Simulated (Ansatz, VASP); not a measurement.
# One calculation of Ge, two programs

```
Ge
1.0
    -1.44733    1.44733    1.44733
     1.44733   -1.44733    1.44733
     1.44733    1.44733   -1.44733
Ge
1
Direct
  0.00000 0.00000 0.00000
```

Alike in both runs: task relaxation of cell and atoms; functional PBE; k mesh 20 × 20 × 20; occupations fermi-dirac, width 0.03 eV; no spin polarisation.

|  | VASP | Ansatz |
| --- | --- | --- |
| version | VASP 6.6.1 | Ansatz 0.2.0 |
| potentials or method | VASP PAW PBE potentials, release 64 (Ge_d) | PAW with Ansatz's default frozen-core files, scalar-relativistic |
| plane-wave cutoff (eV) | 600 | 420 |
| valence electrons in the cell | 14 | 14 |

```tsv
	VASP	Ansatz	Ansatz less VASP
relaxed volume (Å³/atom)	19.05	19.14	+0.092
relaxed cell length with the largest relative difference (Å)	2.914	2.919	+0.0047
```

Noted on VASP's run: the volume moved by over 15 % at a fixed basis, so the end points are rough.
